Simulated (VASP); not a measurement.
# Au (Fm-3m) in VASP: further runs

Aim: see how the results for Au move with the level of theory and the settings. Levels: LDA, r2SCAN+rVV10, BLYP+D4. Tasks: single point.

Everything below comes from runs of VASP 6.6.1. Logs are shortened: lines on timing, memory, paths and dates and some standing lists are left out, and cuts for length are marked.

## (1) The cell of the first run

The structure is cubic, space group Fm-3m (No. 225). Conventional cell: a = 3.987 Å, b = 3.987 Å, c = 3.987 Å, α = 90.00°, β = 90.00°, γ = 90.00°. Within 3.7 Å of Au (site symmetry m-3m) lie 12 Au at 2.82 Å.

## (2) Single point, LDA, non-collinear spin, zero start, spin-orbit coupling

Input file INCAR:

```
ALGO = Normal ; EDIFF = 1E-6
ENCUT = 540 ; GGA_COMPAT = F
ISIF = 2 ; ISMEAR = -1
LASPH = T ; LCHARG = F
LMAXMIX = 4 ; LORBIT = 11
LORBMOM = T ; LREAL = F
LSORBIT = T ; LWAVE = F
MAGMOM = 0 0 0 ; NBANDS = 30
NELM = 200 ; PREC = Accurate
SIGMA = 0.05
```

Input file KPOINTS:

```
k-points
0
Gamma
  11 11 11
```

Input file POSCAR:

```
Au
1.0
    0.0000000000      1.9934577312      1.9934577312
    1.9934577312      0.0000000000      1.9934577312
    1.9934577312      1.9934577312      0.0000000000
Au
1
Direct
    0.0000000000      0.0000000000      0.0000000000
```

Potentials or basis: VASP PAW LDA potentials, release 64 (Au_sv_GW).

Started as:

```
> cat potpaw_LDA.64/Au_sv_GW/POTCAR > POTCAR
> mpirun -np 1 vasp_ncl > vasp.out
```

OUTCAR:

```text
EDIFF = 1E-6
   ENCUT = 540
   ISIF = 2
   ISMEAR = -1
   LASPH = T
   LORBIT = 11
   LREAL = F
   LSORBIT = T
   NELM = 200
   PREC = Accurate

 ion  position               nearest neighbor table
   1  0.000  0.000  0.000-

  LATTYP: Found a face centered cubic cell.
 ALAT       =     3.9869154624

  Lattice vectors:

 A1 = (   0.0000000000,   1.9934577312,   1.9934577312)
 A2 = (   1.9934577312,   0.0000000000,   1.9934577312)
 A3 = (   1.9934577312,   1.9934577312,   0.0000000000)

Analysis of symmetry for initial positions (statically):
=====================================================================
 Subroutine PRICEL returns:
 Original cell was already a primitive cell.

 Routine SETGRP: Setting up the symmetry group for a
 face centered cubic supercell.

 Subroutine GETGRP returns: Found 48 space group operations
 (whereof 48 operations were pure point group operations)
 out of a pool of 48 trial point group operations.

The static configuration has the point symmetry O_h .

Analysis of symmetry for dynamics (positions and initial velocities):
=====================================================================
 Subroutine PRICEL returns:
 Original cell was already a primitive cell.

 Routine SETGRP: Setting up the symmetry group for a
 face centered cubic supercell.

 Subroutine GETGRP returns: Found 48 space group operations
 (whereof 48 operations were pure point group operations)
 out of a pool of 48 trial point group operations.

The dynamic configuration has the point symmetry O_h .

Analysis of structural, dynamic, and magnetic symmetry:
=====================================================================
 Subroutine PRICEL returns:
 Original cell was already a primitive cell.

 Routine SETGRP: Setting up the symmetry group for a
 face centered cubic supercell.

 Subroutine GETGRP returns: Found 48 space group operations
 (whereof 48 operations were pure point group operations)
 out of a pool of 48 trial point group operations.

The overall configuration has the point symmetry O_h .

 Subroutine INISYM returns: Found 48 space group operations
 (whereof 48 operations are pure point group operations),
 and found     1 'primitive' translations

----------------------------------------------------------------------------------------

                                     Primitive cell

  volume of cell :      15.8435

  direct lattice vectors                    reciprocal lattice vectors
     0.000000000  1.993457731  1.993457731    -0.250820467  0.250820467  0.250820467
     1.993457731  0.000000000  1.993457731     0.250820467 -0.250820467  0.250820467
     1.993457731  1.993457731  0.000000000     0.250820467  0.250820467 -0.250820467

  length of vectors
     2.819174959  2.819174959  2.819174959     0.434433793  0.434433793  0.434433793

  position of ions in fractional coordinates (direct lattice)
     0.000000000  0.000000000  0.000000000

  ion indices of the primitive-cell ions
   primitive index   ion index
                 1           1

----------------------------------------------------------------------------------------

 KPOINTS: k-points

Automatic generation of k-mesh.
 Grid dimensions read from file:
 generate k-points for:   11   11   11

 Generating k-lattice:

  Cartesian coordinates                     Fractional coordinates (reciprocal lattice)
    -0.022801861  0.022801861  0.022801861     0.090909091  0.000000000  0.000000000
     0.022801861 -0.022801861  0.022801861     0.000000000  0.090909091  0.000000000
     0.022801861  0.022801861 -0.022801861     0.000000000  0.000000000  0.090909091

  Length of vectors
     0.039493981  0.039493981  0.039493981

  Shift w.r.t. Gamma in fractional coordinates (k-lattice)
     0.000000000  0.000000000  0.000000000

 Subroutine IBZKPT returns following result:
 ===========================================

 Found     56 irreducible k-points:

 Following reciprocal coordinates:
            Coordinates               Weight
  0.000000  0.000000  0.000000      1.000000
  0.090909  0.000000  0.000000      8.000000
  0.181818  0.000000  0.000000      8.000000
  0.272727  0.000000  0.000000      8.000000
  0.363636  0.000000  0.000000      8.000000
  0.454545  0.000000  0.000000      8.000000
[... 16 lines left out ...]
 -0.272727  0.181818  0.000000     24.000000
 -0.181818  0.181818  0.000000     12.000000
 [... further k-points ...]
   k-points           NKPTS =     56   k-points in BZ     NKDIM =     56   number of bands    NBANDS=     30
   number of dos      NEDOS =    301   number of ions     NIONS =      1
   total plane-waves  NPLWV =  13824
   dimension x,y,z NGX =    24 NGY =   24 NGZ =   24
   dimension x,y,z NGXF=    48 NGYF=   48 NGZF=   48
   ions per type =               1
   NGX,Y,Z   is equivalent  to a cutoff of  14.15, 14.15, 14.15 a.u.
   NGXF,Y,Z  is equivalent  to a cutoff of  28.31, 28.31, 28.31 a.u.
 SYSTEM =  unknown system
   PREC   = accura    normal or accurate (medium, high low for compatibility)
   ISTART =      0    job   : 0-new  1-cont  2-samecut
   ICHARG =      2    charge: 1-file 2-atom 10-const
   ISPIN  =      1    spin polarized calculation?
   LNONCOLLINEAR =      T non collinear calculations
   LSORBIT =      T    spin-orbit coupling
   LASPH  =      T    aspherical Exc in radial PAW
   ENCUT  =  540.0 eV  39.69 Ry    6.30 a.u.   5.34  5.34  5.34*2*pi/ulx,y,z
   NELM   =    200;   NELMIN=  2; NELMDL= -5     # of ELM steps
   EDIFF  = 0.1E-05   stopping-criterion for ELM
   LREAL  =      F    real-space projection
[... 7 lines left out ...]
   TEBEG  =    0.0;   TEEND  =   0.0 temperature during run
   PSTRESS=    0.0 pullay stress
   NELECT =      19.0000    total number of electrons
   NUPDOWN=      -1.0000    fix difference up-down
   EMIN   =  10.00;   EMAX   =-10.00  energy-range for DOS
   EFERMI =   0.00;   METHOD = LEGACY
   ISMEAR =    -1;   SIGMA  =   0.05  broadening in eV -4-tet -1-fermi 0-gaus
   EFERMI_NEDOS =   21; number of points for ismear=-14 and -15
   IALGO  =     38    algorithm
   IMIX   =      4    mixing-type and parameters
     AMIX     =   0.40;   BMIX     =  1.00
     AMIX_MAG =   1.60;   BMIX_MAG =  1.00
  volume/ion in A,a.u.               =      15.84       106.92
  Fermi-wavevector in a.u.,A,eV,Ry     =   1.739305  3.286809 41.160084  3.025181
  Thomas-Fermi vector in A             =   2.812171
   LORBIT       =     11    0 simple, 1 ext, 2 COOP (PROOUT), +10 PAW based schemes
   GGA     = CA    functional components
   LHFCALC =     F    Hartree Fock is set to
   AEXX    =    0.0000 exact exchange contribution
   IVDW    =     0    specifies the selected vdW correction
   LEPSILON=     F    determine dielectric tensor
   LRPA    =     F    only Hartree local field effects (RPA)
  energy-cutoff  :      540.00
  volume of cell :       15.84
 maximum number of plane-waves:       926
 NGX is ok and might be reduce to    24
   NGX = 11   NGY = 11   NGZ = 11

 number of electron      18.9999997 magnetization      -0.0000000     -0.0000000     -0.0000000

 number of electron      18.9999997 magnetization       0.0000000      0.0000000      0.0000000

 Free energy of the ion-electron system (eV)
  ---------------------------------------------------
  ext. energy  EPLUGINS =         0.00000000
  ---------------------------------------------------
  free energy    TOTEN  =        -6.69579832 eV

  energy without entropy =       -6.69266394  energy(sigma->0) =       -6.69423113

 E-fermi :   9.7548     XC(G=0): -14.1381

 val. band max:        9.7152699442   @ k =   0.4545   0.2727   0.0000
 cond. band min:       9.7772691828   @ k =  -0.4545   0.0909   0.0000
 fundamental gap:      0.0619992387
 Fermi energy:         9.7547677750

 k-point     1 :       0.0000    0.0000    0.0000
  band No.  band energies     occupation
      1     -95.7628      1.00000
      2     -95.7628      1.00000
      3     -57.6331      1.00000
      4     -57.6331      1.00000
      5     -42.6752      1.00000
      6     -42.6752      1.00000
[... 22 lines left out ...]
     29      33.7966      0.00000
     30      33.7966      0.00000

 k-point     2 :       0.0909    0.0000    0.0000
  band No.  band energies     occupation
      1     -95.7614      1.00000
      2     -95.7614      1.00000
      3     -57.6384      1.00000
      4     -57.6384      1.00000
      5     -42.6982      1.00000
      6     -42.6982      1.00000
[... 22 lines left out ...]
     29      34.5582      0.00000
     30      34.5582      0.00000

 k-point     3 :       0.1818    0.0000    0.0000
  band No.  band energies     occupation
      1     -95.7576      1.00000
      2     -95.7576      1.00000
      3     -57.6529      1.00000
      4     -57.6529      1.00000
      5     -42.7601      1.00000
      6     -42.7601      1.00000
[... 22 lines left out ...]
     29      32.3621      0.00000
     30      32.3621      0.00000

 k-point     4 :       0.2727    0.0000    0.0000
  band No.  band energies     occupation
      1     -95.7526      1.00000
      2     -95.7526      1.00000
      3     -57.6719      1.00000
      4     -57.6719      1.00000
      5     -42.8397      1.00000
      6     -42.8397      1.00000
[... 616 lines left out ...]
     29      33.7855      0.00000
     30      33.7856      0.00000

 k-point    23 :      -0.2727    0.1818    0.0000
  band No.  band energies     occupation
      1     -95.7467      1.00000
      2     -95.7467      1.00000
      3     -57.6941      1.00000
      4     -57.6941      1.00000
      5     -42.9004      1.00000
      6     -42.9004      1.00000
[... 22 lines left out ...]
     29      31.2269      0.00000
     30      31.2269      0.00000

 k-point    24 :      -0.1818    0.1818    0.0000
  band No.  band energies     occupation
      1     -95.7510      1.00000
      2     -95.7510      1.00000
      3     -57.6782      1.00000
      4     -57.6782      1.00000
      5     -42.8461      1.00000
      6     -42.8461      1.00000
[... 22 lines left out ...]
     29      32.5309      0.00000
     30      32.5309      0.00000

 [... further k-points ...]
[... 5 lines left out ...]
  --------------------------------------------------------------------------------------
  -------------------------------------------------------------------------------------
  Total        1.0205226      1.0205226      1.0205226      0.0000000     -0.0000000      0.0000000
  in kB      103.2005715    103.2005715    103.2005715      0.0000000     -0.0000000      0.0000000
  external PRESSURE =     103.2005715 kB  Pullay stress =       0.0000000 kB

 VOLUME and BASIS-vectors are now :
 -----------------------------------------------------------------------------
  energy-cutoff  :      540.00
  volume of cell :       15.84
      direct lattice vectors                 reciprocal lattice vectors
     0.000000000  1.993457731  1.993457731    -0.250820467  0.250820467  0.250820467
     1.993457731  0.000000000  1.993457731     0.250820467 -0.250820467  0.250820467
     1.993457731  1.993457731  0.000000000     0.250820467  0.250820467 -0.250820467

 POSITION                                       TOTAL-FORCE (eV/Angst)
 -----------------------------------------------------------------------------------
      0.00000      0.00000      0.00000        -0.000000     -0.000000     -0.000000
 -----------------------------------------------------------------------------------
    total drift:                               -0.000000      0.000000      0.000000

  FREE ENERGIE OF THE ION-ELECTRON SYSTEM (eV)
  ---------------------------------------------------
  free  energy   TOTEN  =        -6.6957983158 eV

  energy  without entropy=       -6.6926639425  energy(sigma->0) =       -6.69423113

 orbital moment (x)

 # of ion     p       d       f       tot
 ------------------------------------------------
  1         0.000   0.000   0.000   0.000
 ------------------------------------------------
            0.000   0.000   0.000   0.000

 orbital moment (y)

 # of ion     p       d       f       tot
 ------------------------------------------------
  1         0.000  -0.000  -0.000  -0.000
 ------------------------------------------------
            0.000  -0.000  -0.000  -0.000

 orbital moment (z)

 # of ion     p       d       f       tot
 ------------------------------------------------
  1         0.000   0.000  -0.000  -0.000
 ------------------------------------------------
            0.000   0.000  -0.000  -0.000

 Spin-Orbit-Coupling matrix elements

 Ion:    1  E_soc:     -5.8360032
 l=   1
     0.0000000    -0.8562687    -0.8562687
    -0.8562687     0.0000000    -0.8562687
    -0.8562687    -0.8562687     0.0000000
 l=   2
     0.0000000    -0.0242735     0.0000000    -0.0242735    -0.0921111
    -0.0242735     0.0000000    -0.0690833    -0.0242735    -0.0230278
     0.0000000    -0.0690833     0.0000000    -0.0690833     0.0000000
    -0.0242735    -0.0242735    -0.0690833     0.0000000    -0.0230278
    -0.0921111    -0.0230278     0.0000000    -0.0230278     0.0000000
 l=   3
     0.0000000    -0.0000016     0.0000000     0.0000000     0.0000000    -0.0000020    -0.0000077
    -0.0000016     0.0000000    -0.0000026     0.0000000    -0.0000026    -0.0000042    -0.0000016
     0.0000000    -0.0000026     0.0000000    -0.0000048    -0.0000020    -0.0000029     0.0000000
     0.0000000     0.0000000    -0.0000048     0.0000000    -0.0000048     0.0000000     0.0000000
     0.0000000    -0.0000026    -0.0000020    -0.0000048     0.0000000    -0.0000029     0.0000000
    -0.0000020    -0.0000042    -0.0000029     0.0000000    -0.0000029     0.0000000    -0.0000020
    -0.0000077    -0.0000016     0.0000000     0.0000000     0.0000000    -0.0000020     0.0000000

 total charge

# of ion       s       p       d       f       tot
--------------------------------------------------
    1        2.310   6.711   8.512   0.016  17.549

 magnetization (x)

# of ion       s       p       d       f       tot
--------------------------------------------------
    1        0.000   0.000   0.000   0.000   0.000

 magnetization (y)

# of ion       s       p       d       f       tot
--------------------------------------------------
    1       -0.000  -0.000   0.000   0.000   0.000

 magnetization (z)

# of ion       s       p       d       f       tot
--------------------------------------------------
    1        0.000   0.000   0.000   0.000   0.000
```

Wall time 37 s (1 thread of Intel Xeon 6975P-C (Granite Rapids), shared host); peak memory 0.2 GiB.

What came out:

```yaml
Free_energy: -6.6958 eV
Pressure: 10.3 GPa
Net_moment: 0.00 μB per cell
Valence_electrons_inside_the_program's_atomic_spheres: Au 17.55
```

Moments on the atoms (μB; x, y, z):
```
Au  0.00 0.00 0.00
```

Caveat: the cell stands under pressure.

## (3) Single point, r2SCAN+rVV10

This run uses another cell than the first one, of 17.53 Å³/atom.

Input file POSCAR:

```
Au
1.0
    0.0000000000      2.0617793868      2.0617793868
    2.0617793868      0.0000000000      2.0617793868
    2.0617793868      2.0617793868      0.0000000000
Au
1
Direct
    0.0000000000      0.0000000000      0.0000000000
```

Input file INCAR.step1:

```
SYSTEM = Au
PREC = Accurate ; ENCUT = 590
ISMEAR = -1 ; SIGMA = 0.05
LREAL = .FALSE. ; LASPH = .TRUE.
NELM = 120 ; NBANDS = 16
GGA = PE ; ALGO = Normal
EDIFF = 1E-5 ; LWAVE = .TRUE.
LCHARG = .FALSE. ; GGA_COMPAT = .FALSE.
```

Input file INCAR.step2:

```
SYSTEM = Au
PREC = Accurate ; ENCUT = 590
EDIFF = 1E-6 ; ISMEAR = -1
SIGMA = 0.05 ; LREAL = .FALSE.
LASPH = .TRUE. ; NELM = 120
ALGO = Normal ; ISIF = 2
LWAVE = .FALSE. ; LCHARG = .FALSE.
METAGGA = R2SCAN ; LMIXTAU = .TRUE.
LUSE_VDW = .TRUE. ; IVDW_NL = 2
BPARAM = 11.95 ; CPARAM = 0.0093
NBANDS = 16 ; ISTART = 1
GGA_COMPAT = .FALSE.
```

Input file KPOINTS:

```
Automatic mesh
0
G
  11 11 11
  0 0 0
```

Potentials or basis: VASP PAW PBE potentials, release 64 (Au_sv_GW).

Started as:

```
> cat potpaw_PBE.64/Au_sv_GW/POTCAR > POTCAR
> cp INCAR.step1 INCAR
> mpirun -np 1 vasp_std > vasp.out
> cp INCAR.step2 INCAR
> mpirun -np 1 vasp_std > vasp.out
```

It took 95 s on 1 thread of Intel Xeon Platinum 8259CL at 2.50GHz (Skylake/Cascade Lake), shared host; peak memory 0.23 GiB.

The run converged. Its results:

- Free energy: -49.4377 eV
- Pressure: -2.4 GPa
- Band gap on the k mesh: zero (an odd number of electrons rules out a gap without spin polarisation)

Levels at points of the mesh, in eV from the Fermi level:
```
           k point  band 6  band 7  band 8  band 9  band 10  band 11  band 12  band 13  band 14  band 15
(0.00, 0.00, 0.00)   -4.95   -4.95   -4.95   -3.50    -3.50    15.10    19.02    19.02    19.02    24.28
```

Caveat: the PAW data sets were made with another functional, which shifts forces and pressure a little; spin-orbit coupling is left out, which moves the levels of the heavy elements.

## (4) Single point, BLYP+D4

This run uses another cell than the first one, of 17.87 Å³/atom.

Input file INCAR:

```
SYSTEM = Au
PREC = Accurate
ENCUT = 540
EDIFF = 1E-6
ISMEAR = -1
SIGMA = 0.05
LREAL = .False.
LASPH = .True.
NELM = 120
ALGO = Normal
ISIF = 2
LWAVE = .False.
LCHARG = .False.
GGA = B5
ALDAX = 1.0
AGGAX = 1.0
AGGAC = 1.0
ALDAC = 0.0
IVDW = 13
VDW_S6 = 1.0
VDW_S8 = 2.34076671
VDW_A1 = 0.44488865
VDW_A2 = 4.0933009
NBANDS = 16
GGA_COMPAT = .False.
```

Input file KPOINTS:

```
regular mesh
0
Gamma
  11 11 11
  0 0 0
```

Input file POSCAR:

```
Au
1.0
    0.0000000000      2.0749120936      2.0749120936
    2.0749120936      0.0000000000      2.0749120936
    2.0749120936      2.0749120936      0.0000000000
Au
1
Direct
    0.0000000000      0.0000000000      0.0000000000
```

Started as:

```
> cat potpaw_PBE.64/Au_sv_GW/POTCAR > POTCAR
> mpirun -np 1 vasp_std > vasp.out
```

It took 20 s on 1 thread of Intel Xeon Platinum 8488C (Sapphire Rapids), shared host; peak memory 0.15 GiB.

The run converged. Its results:

```yaml
Free_energy: -3.1175 eV
Pressure: 0.3 GPa
Band_gap_on_the_k_mesh: zero (an odd number of electrons rules out a gap without spin polarisation)
Dispersion_energy_per_atom: -1.247 eV
```

Levels at points of the mesh, in eV from the Fermi level:
| k point | band 8 | band 9 | band 10 | band 11 | band 12 | band 13 |
| --- | --- | --- | --- | --- | --- | --- |
| (0.00, 0.00, 0.00) | -4.69 | -3.31 | -3.31 | 14.69 | 18.21 | 18.21 |

Caveat: the dispersion term is far too large for a dense solid, which distorts pressure and volume; the PAW data sets were made with another functional, which shifts forces and pressure a little; spin-orbit coupling is left out, which moves the levels of the heavy elements.

## (5) Overview

```tsv
level	potentials or basis	spin	cell	cutoff (eV)	gap on the mesh (eV)	pressure (GPa)
LDA	VASP PAW LDA potentials, release 64 (Au_sv_GW)	non-collinear, zero start, SOC	a = 2.819 Å, angles 60.0°, 1 atom	540	-	10.3
r2SCAN+rVV10	VASP PAW PBE potentials, release 64 (Au_sv_GW)	off	a = 2.916 Å, angles 60.0°, 1 atom	590	none	-2.4
BLYP+D4	VASP PAW PBE potentials, release 64 (Au_sv_GW)	off	a = 2.934 Å, angles 60.0°, 1 atom	540	none	0.3
```

Alike in all rows: task single point; k mesh 11 × 11 × 11; smearing fermi-dirac 0.05 eV.

Caveats: the PAW data sets were made with another functional, which shifts forces and pressure a little (at least some runs); spin-orbit coupling is left out, which moves the levels of the heavy elements (at least some runs); the cell stands under pressure (at least some runs); the dispersion term is far too large for a dense solid, which distorts pressure and volume (at least some runs).

Total energies depend on the potentials used, so only differences within one code and one set of settings carry meaning.

The gap in the log of VASP goes by the Fermi energy; the results here count the filled bands.